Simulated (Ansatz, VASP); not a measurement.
LiCl in VASP and in Ansatz

```xyz
2
Lattice="0.0000 2.5314 2.5314 2.5314 0.0000 2.5314 2.5314 2.5314 0.0000" Properties=species:S:1:pos:R:3 pbc="T T T"
Li    0.0000    0.0000    0.0000
Cl    2.5314    2.5314    2.5314
```

Alike in both runs: task relaxation of cell and atoms; functional PBEsol; k mesh 8 × 8 × 8; no spin polarisation.

```csv
,VASP,Ansatz
version,VASP 6.6.1,Ansatz 0.2.0
potentials or method,"VASP PAW PBE potentials, release 64 (Li_sv, Cl), cutoff 600 eV","scalar-relativistic, plane waves, PAW"
occupations,"gaussian, width 0.01 eV",fixed
valence electrons in the cell,10,10
```

|  | VASP | Ansatz | Ansatz less VASP |
| --- | --- | --- | --- |
| gap on the k mesh at the Fermi level, each at its own relaxed structure (eV) | 6.37 | 6.35 | -0.020 |
| relaxed volume (Å³/atom) | 16.21 | 16.24 | +0.030 |
| relaxed cell length with the largest relative difference (Å) | 3.579 | 3.581 | +0.0022 |

VASP's potentials were made for PBE, not for PBEsol.

Noted on VASP's run: the cutoff is short for stress, so the pressure is rough.
